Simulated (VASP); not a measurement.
## Mo3P3H: single point with PBEsol

System: Mo3P3H, a slab with vacuum.

```
Mo P H
1.0
     3.17414    0.00000    0.00000
     0.00000    3.20623    0.00000
     0.00000    0.00000   25.47892
Mo P H
3 3 1
Direct
  0.00000 0.50000 0.33361
  0.00000 0.00000 0.44259
  0.00000 0.50000 0.55013
  0.50000 0.00000 0.36994
  0.50000 0.50000 0.47929
  0.50000 0.00000 0.59073
  0.00000 0.25000 0.61585
```

```json
{
  "Program": "VASP 6.6.1",
  "Task": "single point",
  "Functional": "PBEsol",
  "Potentials or basis": "VASP PAW PBE potentials, release 64 (Mo_sv, P, H)",
  "Cutoff": "400 eV",
  "k mesh": "9 × 9 × 1",
  "Occupations": "gaussian, width 0.1 eV",
  "Spin": "no spin polarisation",
  "Dipole correction": "yes",
  "Further INCAR settings": "ALGO = Normal; EDIFF = 1e-06; NBANDS = 38; NELMDL = -8"
}
```

* Largest force: 1.987 eV/Å
* Band gap on the k mesh: zero (bands 29 and 30 overlap by 0.85 eV)

Forces on the atoms (eV/Å):
```
Mo   0.000  0.014  1.987
Mo   0.000  0.096 -0.441
Mo   0.000 -0.751 -0.029
P    0.000 -0.029 -1.719
P    0.000 -0.022 -0.142
P    0.000 -0.085  0.351
H    0.000  0.777 -0.008
```

Levels at points of the mesh, in eV from the Fermi level:
```
           k point  band 26  band 27  band 28  band 29  band 30  band 31  band 32  band 33
(0.00, 0.00, 0.00)    -1.23    -0.62    -0.28    -0.15     0.45     0.62     1.48     1.63
```

It took 3.4 min on 1 thread of Intel(R) Xeon(R) 6975P-C (Granite Rapids), with other jobs on the host, peak memory 0.37 GiB.

Caveat: the PAW data sets were made with another functional, which shifts forces and pressure a little.
